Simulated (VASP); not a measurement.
Input of a VASP 6.6.1 run:

INCAR

```
SYSTEM = In
ALGO = Normal ; EDIFF = 1E-6
ENCUT = 520 ; GGA = RP
ISIF = 2 ; ISMEAR = -1
LASPH = .TRUE. ; LCHARG = .FALSE.
LREAL = .FALSE. ; LWAVE = .FALSE.
NBANDS = 12 ; NELM = 60
PREC = Accurate ; SIGMA = 0.1
```

Contents of KPOINTS:

```
k-points
0
G
  10 10 10
  0 0 0
```

File POSCAR:

```
In
1.0
    3.1424461251      0.0000000000      0.0000000000
    0.0000000000      3.1424461251      0.0000000000
    0.0000000000      0.0000000000      3.1424461251
In
1
Direct
    0.0000000000      0.0000000000      0.0000000000
```

Potentials or basis: VASP PAW PBE potentials, release 64 (In_d).

Command:

```console
$ cat potpaw_PBE.64/In_d/POTCAR > POTCAR
$ mpirun -np 1 vasp_std > vasp.out
```

Estimate the pressure.

0.0 GPa.

Caveat: the PAW data sets were made with another functional, which shifts forces and pressure a little.
